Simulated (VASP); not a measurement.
# CdSe (Fm-3m) in VASP: settings compared

The runs below take CdSe through relaxation of cell and atoms, with BLYP+D3(BJ), LDA.

Everything below comes from runs of VASP 6.6.1. Logs are shortened: lines on timing, memory, paths and dates and some standing lists are left out, and cuts for length are marked.

## (1) The cell of the first run

The structure is cubic, space group Fm-3m (No. 225). The conventional cell has a = 5.748 Å, b = 5.748 Å, c = 5.748 Å, α = 90.00°, β = 90.00°, γ = 90.00°. Cd (site symmetry m-3m) has 6 Se at 2.87 Å within 3.8 Å. Se (site symmetry m-3m) has 6 Cd at 2.87 Å within 3.8 Å.

## (2) Relaxation of cell and atoms, BLYP+D3(BJ)

Input file INCAR:

```
PREC = Accurate
ENCUT = 600
EDIFF = 1E-7
ISMEAR = -1
SIGMA = 0.05
LREAL = F
LASPH = T
NELM = 60
ALGO = Normal
ISIF = 3
LWAVE = F
LCHARG = F
GGA = B5
ALDAX = 1.0
AGGAX = 1.0
AGGAC = 1.0
ALDAC = 0.0
IVDW = 12
VDW_S6 = 1.0
VDW_S8 = 2.6996
VDW_A1 = 0.4298
VDW_A2 = 4.2359
IBRION = 2
NSW = 80
EDIFFG = -0.01
```

Input file KPOINTS:

```
regular mesh
0
Gamma
  6 6 6
```

Input file POSCAR:

```
CdSe
1.0
    0.0000000000      2.8739580000      2.8739580000
    2.8739580000      0.0000000000      2.8739580000
    2.8739580000      2.8739580000      0.0000000000
Cd Se
1 1
Direct
    0.0000000000      0.0000000000      0.0000000000
    0.5000000000      0.5000000000      0.5000000000
```

Potentials or basis: VASP PAW PBE potentials, release 64 (Cd, Se).

On the command line:

```bash
$ cat potpaw_PBE.64/Cd/POTCAR potpaw_PBE.64/Se/POTCAR > POTCAR
$ mpirun -np 1 vasp_std > vasp.out
```

OUTCAR:

```text
PREC = Accurate
   ENCUT = 600
   EDIFF = 1E-7
   ISMEAR = -1
   LREAL = F
   LASPH = T
   NELM = 60
   ISIF = 3
   GGA = B5
   IVDW = 12
   IBRION = 2
   NSW = 80
   EDIFFG = -0.01
 IVDW          = 12

 ion  position               nearest neighbor table
   1  0.000  0.000  0.000-   2 2.87   2 2.87   2 2.87   2 2.87   2 2.87   2 2.87
   2  0.500  0.500  0.500-   1 2.87   1 2.87   1 2.87   1 2.87   1 2.87   1 2.87

  LATTYP: Found a face centered cubic cell.
 ALAT       =     5.7479160000

  Lattice vectors:

 A1 = (   0.0000000000,   2.8739580000,   2.8739580000)
 A2 = (   2.8739580000,   0.0000000000,   2.8739580000)
 A3 = (   2.8739580000,   2.8739580000,   0.0000000000)

Analysis of symmetry for initial positions (statically):
=====================================================================
 Subroutine PRICEL returns:
 Original cell was already a primitive cell.

 Routine SETGRP: Setting up the symmetry group for a
 face centered cubic supercell.

 Subroutine GETGRP returns: Found 48 space group operations
 (whereof 48 operations were pure point group operations)
 out of a pool of 48 trial point group operations.

The static configuration has the point symmetry O_h .

Analysis of symmetry for dynamics (positions and initial velocities):
=====================================================================
 Subroutine PRICEL returns:
 Original cell was already a primitive cell.

 Routine SETGRP: Setting up the symmetry group for a
 face centered cubic supercell.

 Subroutine GETGRP returns: Found 48 space group operations
 (whereof 48 operations were pure point group operations)
 out of a pool of 48 trial point group operations.

The dynamic configuration has the point symmetry O_h .

 Subroutine INISYM returns: Found 48 space group operations
 (whereof 48 operations are pure point group operations),
 and found     1 'primitive' translations

----------------------------------------------------------------------------------------

                                     Primitive cell

  volume of cell :      47.4757

  direct lattice vectors                    reciprocal lattice vectors
     0.000000000  2.873958000  2.873958000    -0.173976098  0.173976098  0.173976098
     2.873958000  0.000000000  2.873958000     0.173976098 -0.173976098  0.173976098
     2.873958000  2.873958000  0.000000000     0.173976098  0.173976098 -0.173976098

  length of vectors
     4.064390381  4.064390381  4.064390381     0.301335442  0.301335442  0.301335442

  position of ions in fractional coordinates (direct lattice)
     0.000000000  0.000000000  0.000000000
     0.500000000  0.500000000  0.500000000

  ion indices of the primitive-cell ions
   primitive index   ion index
                 1           1
                 2           2

----------------------------------------------------------------------------------------

 KPOINTS: regular mesh

Automatic generation of k-mesh.
 Grid dimensions read from file:
 generate k-points for:    6    6    6

 Generating k-lattice:

  Cartesian coordinates                     Fractional coordinates (reciprocal lattice)
    -0.028996016  0.028996016  0.028996016     0.166666667  0.000000000  0.000000000
     0.028996016 -0.028996016  0.028996016     0.000000000  0.166666667  0.000000000
     0.028996016  0.028996016 -0.028996016     0.000000000  0.000000000  0.166666667

  Length of vectors
     0.050222574  0.050222574  0.050222574

  Shift w.r.t. Gamma in fractional coordinates (k-lattice)
     0.000000000  0.000000000  0.000000000

 Subroutine IBZKPT returns following result:
 ===========================================

 Found     16 irreducible k-points:

 Following reciprocal coordinates:
            Coordinates               Weight
  0.000000  0.000000  0.000000      1.000000
  0.166667  0.000000  0.000000      8.000000
  0.333333  0.000000  0.000000      8.000000
  0.500000  0.000000  0.000000      4.000000
  0.166667  0.166667  0.000000      6.000000
  0.333333  0.166667  0.000000     24.000000
[... 8 lines left out ...]
 -0.333333  0.333333  0.166667     24.000000
 -0.333333  0.500000  0.166667     12.000000
   k-points           NKPTS =     16   k-points in BZ     NKDIM =     16   number of bands    NBANDS=     13
   number of dos      NEDOS =    301   number of ions     NIONS =      2
   total plane-waves  NPLWV =  32768
   dimension x,y,z NGX =    32 NGY =   32 NGZ =   32
   dimension x,y,z NGXF=    64 NGYF=   64 NGZF=   64
   ions per type =               1   1
   NGX,Y,Z   is equivalent  to a cutoff of  13.09, 13.09, 13.09 a.u.
   NGXF,Y,Z  is equivalent  to a cutoff of  26.18, 26.18, 26.18 a.u.
 SYSTEM =  unknown system
   PREC   = accura    normal or accurate (medium, high low for compatibility)
   ISTART =      0    job   : 0-new  1-cont  2-samecut
   ICHARG =      2    charge: 1-file 2-atom 10-const
   ISPIN  =      1    spin polarized calculation?
   LNONCOLLINEAR =      F non collinear calculations
   LSORBIT =      F    spin-orbit coupling
   LASPH  =      T    aspherical Exc in radial PAW
   ENCUT  =  600.0 eV  44.10 Ry    6.64 a.u.   8.12  8.12  8.12*2*pi/ulx,y,z
   NELM   =     60;   NELMIN=  2; NELMDL= -5     # of ELM steps
   EDIFF  = 0.1E-06   stopping-criterion for ELM
   LREAL  =      F    real-space projection
   EDIFFG = -.1E-01   stopping-criterion for IOM
   NSW    =     80    number of steps for IOM
   IBRION =      2    ionic relax: 0-MD 1-quasi-New 2-CG
   NFREE  =      1    steps in history (QN), initial steepest desc. (CG)
   ISIF   =      3    stress and relaxation
   ISYM   =      2    0-nonsym 1-usesym 2-fastsym
   POTIM  = 0.5000    time-step for ionic-motion
   TEBEG  =    0.0;   TEEND  =   0.0 temperature during run
   PSTRESS=    0.0 pullay stress
   NELECT =      18.0000    total number of electrons
   NUPDOWN=      -1.0000    fix difference up-down
   EMIN   =  10.00;   EMAX   =-10.00  energy-range for DOS
   EFERMI =   0.00;   METHOD = LEGACY
   ISMEAR =    -1;   SIGMA  =   0.05  broadening in eV -4-tet -1-fermi 0-gaus
   EFERMI_NEDOS =   21; number of points for ismear=-14 and -15
   IALGO  =     38    algorithm
   IMIX   =      4    mixing-type and parameters
     AMIX     =   0.40;   BMIX     =  1.00
     AMIX_MAG =   1.60;   BMIX_MAG =  1.00
  volume/ion in A,a.u.               =      23.74       160.19
  Fermi-wavevector in a.u.,A,eV,Ry     =   1.184882  2.239103 19.101849  1.403946
  Thomas-Fermi vector in A             =   2.321088
   LORBIT       =      0    0 simple, 1 ext, 2 COOP (PROOUT), +10 PAW based schemes
   GGA     = B5    functional components
   LHFCALC =     F    Hartree Fock is set to
   AEXX    =    0.0000 exact exchange contribution
   IVDW    =    12    specifies the selected vdW correction
   LEPSILON=     F    determine dielectric tensor
   LRPA    =     F    only Hartree local field effects (RPA)
 conjugate gradient relaxation of ions
 non-spin polarized calculation
  energy-cutoff  :      600.00
  volume of cell :       47.48
 maximum number of plane-waves:      1600
   NGX = 17   NGY = 17   NGZ = 17

--------------------------------------- Ionic step        1  -------------------------------------------

 number of electron      17.9999995 magnetization

 Free energy of the ion-electron system (eV)
  ---------------------------------------------------
  ext. energy  EPLUGINS =         0.00000000
  ---------------------------------------------------
  free energy    TOTEN  =        -4.05915575 eV

  energy without entropy =       -4.05369177  energy(sigma->0) =       -4.05642376

------------------------ aborting loop because EDIFF is reached ----------------------------------------

 Edisp (eV)   -1.76225

 E8    (eV) :    -1.2897

  FORCE on cell =-STRESS in cart. coord.  units (eV):
  Direction    XX          YY          ZZ          XY          YZ          ZX
  --------------------------------------------------------------------------------------
  -------------------------------------------------------------------------------------
  Total      -0.59244    -0.59244    -0.59244     0.00000    -0.00000     0.00000
  in kB     -19.99342   -19.99342   -19.99342     0.00000    -0.00000     0.00000
  external pressure =      -19.99 kB  Pullay stress =        0.00 kB

 VOLUME and BASIS-vectors are now :
 -----------------------------------------------------------------------------
  energy-cutoff  :      600.00
  volume of cell :       47.48
      direct lattice vectors                 reciprocal lattice vectors
     0.000000000  2.873958000  2.873958000    -0.173976098  0.173976098  0.173976098
     2.873958000  0.000000000  2.873958000     0.173976098 -0.173976098  0.173976098
     2.873958000  2.873958000  0.000000000     0.173976098  0.173976098 -0.173976098
[... 41 lines left out ...]
 POSITION                                       TOTAL-FORCE (eV/Angst)
 -----------------------------------------------------------------------------------
      2.83289     -0.00000      2.83289        -0.000000     -0.000000     -0.000000
      2.83289      2.83289      2.83289         0.000000      0.000000      0.000000
 -----------------------------------------------------------------------------------
    total drift:                                0.000000     -0.000000     -0.000000

  FREE ENERGIE OF THE ION-ELECTRON SYSTEM (eV)
  ---------------------------------------------------
  free  energy   TOTEN  =        -5.8300723974 eV

  energy  without entropy=       -5.8253466223  energy(sigma->0) =       -5.82770951

--------------------------------------- Ionic step        3  -------------------------------------------

 number of electron      17.9999997 magnetization

 Free energy of the ion-electron system (eV)
  ---------------------------------------------------
  ext. energy  EPLUGINS =         0.00000000
  ---------------------------------------------------
  free energy    TOTEN  =        -4.00865861 eV

  energy without entropy =       -4.00383577  energy(sigma->0) =       -4.00624719

 E-fermi :   3.0304     XC(G=0):  -9.5620

 val. band max:        2.9393707707   @ k =   0.5000   0.0000   0.0000
 cond. band min:       3.1772180085   @ k =   0.0000   0.0000   0.0000
 fundamental gap:      0.2378472377
 Fermi energy:         3.0304393377

 k-point     1 :       0.0000    0.0000    0.0000
  band No.  band energies     occupation
      1     -10.0995      2.00000
      2      -5.0869      2.00000
      3      -5.0869      2.00000
      4      -5.0689      2.00000
      5      -5.0689      2.00000
      6      -5.0689      2.00000
      7       2.3170      2.00000
      8       2.3170      2.00000
      9       2.3170      2.00000
     10       3.1772      0.10085
     11      11.8864      0.00000
     12      11.8864      0.00000
     13      11.8864      0.00000

 k-point     2 :       0.1667    0.0000    0.0000
  band No.  band energies     occupation
      1      -9.8979      2.00000
      2      -5.1462      2.00000
      3      -5.1462      2.00000
      4      -5.0866      2.00000
      5      -5.0346      2.00000
      6      -5.0346      2.00000
      7       0.3792      2.00000
      8       2.4533      1.99998
      9       2.4533      1.99998
     10       5.0597      0.00000
     11      10.0881      0.00000
[... 250 lines left out ...]
 POSITION                                       TOTAL-FORCE (eV/Angst)
 -----------------------------------------------------------------------------------
      0.00000      0.00000      0.00000        -0.000000      0.000000      0.000000
      2.84301      2.84301      2.84301         0.000000     -0.000000     -0.000000
 -----------------------------------------------------------------------------------
    total drift:                                0.000000     -0.000000     -0.000000

  FREE ENERGIE OF THE ION-ELECTRON SYSTEM (eV)
  ---------------------------------------------------
  free  energy   TOTEN  =        -5.8311817295 eV

  energy  without entropy=       -5.8263588885  energy(sigma->0) =       -5.82877031

 reached required accuracy - stopping structural energy minimisation
```

It took 31 s on 1 thread of Intel Xeon 6975P-C (Granite Rapids), shared host; peak memory 0.19 GiB.

What came out:

| Item | Value |
| --- | --- |
| Free energy | -5.8312 eV |
| Relaxed volume | 22.98 Å³/atom |
| Relaxed cell | a = 4.021 Å, b = 4.021 Å, c = 4.021 Å, α = 60.00°, β = 60.00°, γ = 60.00° |
| Space group after relaxing (to 0.05 Å) | Fm-3m (No. 225) |
| Energy gained by relaxing | 4.9 meV/atom |
| Ionic steps | 3 |
| Pressure after relaxing | 0.0 GPa |
| Band gap on the k mesh | zero (band 9 reaches 2.94 eV, above the bottom of band 10 at 2.45 eV) |
| Dispersion energy per atom | -0.911 eV |

Step by step:
| step | energy change (eV) | largest force (eV/Å) | pressure (GPa) | volume (Å³) |
| --- | --- | --- | --- | --- |
| 1 | 0.0000 | 0.0000 | -2.00 | 47.48 |
| 2 | -0.0087 | 0.0000 | 0.74 | 45.47 |
| 3 | -0.0098 | 0.0000 | -0.01 | 45.96 |

Final structure:
```cif
data_structure
_symmetry_space_group_name_H-M 'P 1'
_symmetry_Int_Tables_number 1
_cell_length_a 4.0206
_cell_length_b 4.0206
_cell_length_c 4.0206
_cell_angle_alpha 60.000
_cell_angle_beta 60.000
_cell_angle_gamma 60.000
_cell_volume 45.96
loop_
_atom_site_label
_atom_site_type_symbol
_atom_site_fract_x
_atom_site_fract_y
_atom_site_fract_z
_atom_site_occupancy
Cd1 Cd 0.00000 0.00000 0.00000 1
Se1 Se 0.50000 0.50000 0.50000 1
```

Caveat: the PAW data sets were made with another functional, which shifts forces and pressure a little; pairwise dispersion overbinds metals, which lowers pressure and volume.

## (3) Relaxation of cell and atoms, LDA

Input file INCAR:

```
SYSTEM = CdSe
PREC = Accurate
ENCUT = 600
EDIFF = 1E-7
ISMEAR = -1
SIGMA = 0.05
LREAL = .FALSE.
LASPH = .TRUE.
NELM = 60
ALGO = Normal
ISIF = 3
LWAVE = .FALSE.
LCHARG = .FALSE.
GGA = CA
IBRION = 2
NSW = 80
EDIFFG = -0.01
```

Input file KPOINTS:

```
regular mesh
0
G
  6 6 6
  0 0 0
```

POSCAR is that of step 2.

Potentials or basis: VASP PAW LDA potentials, release 64 (Cd, Se).

On the command line:

```bash
$ cat potpaw_LDA.64/Cd/POTCAR potpaw_LDA.64/Se/POTCAR > POTCAR
$ mpirun -np 1 vasp_std > vasp.out
```

It took 8.7 s on 1 thread of Intel Xeon 6975P-C (Granite Rapids), shared host; peak memory 0.16 GiB.

The run converged. Its results:

```
Free energy                            : -6.5991 eV
Relaxed volume                         : 21.72 Å³/atom
Relaxed cell                           : a = 3.946 Å, b = 3.946 Å, c = 3.946 Å, α = 60.00°, β = 60.00°, γ = 60.00°
Space group after relaxing (to 0.05 Å) : Fm-3m (No. 225)
Energy gained by relaxing              : 38.1 meV/atom
Ionic steps                            : 3
Pressure after relaxing                : 0.0 GPa
Band gap on the k mesh                 : zero (band 9 reaches 3.00 eV, above the bottom of band 10 at 2.35 eV)
```

The path:
```tsv
step	energy change (eV)	largest force (eV/Å)	pressure (GPa)	volume (Å³)
1	0.0000	0.0000	-5.55	47.48
2	-0.0645	0.0000	2.78	42.05
3	-0.0761	0.0000	-0.02	43.45
```

Final structure:
```cif
data_structure
_symmetry_space_group_name_H-M 'P 1'
_symmetry_Int_Tables_number 1
_cell_length_a 3.9460
_cell_length_b 3.9460
_cell_length_c 3.9460
_cell_angle_alpha 60.000
_cell_angle_beta 60.000
_cell_angle_gamma 60.000
_cell_volume 43.45
loop_
_atom_site_label
_atom_site_type_symbol
_atom_site_fract_x
_atom_site_fract_y
_atom_site_fract_z
_atom_site_occupancy
Cd1 Cd 0.00000 0.00000 0.00000 1
Se1 Se 0.50000 0.50000 0.50000 1
```

Levels at points of the mesh, in eV from the Fermi level:
```tsv
k point	band 7	band 8	band 9	band 10	band 11	band 12
(0.00, 0.00, 0.00)	-0.82	-0.82	-0.82	0.16	8.64	8.64
(0.50, 0.00, 0.00)	-5.51	-0.08	-0.08	2.76	5.04	5.04
(0.50, 0.50, 0.00)	-4.77	-2.47	-2.47	-0.73	5.23	10.12
```
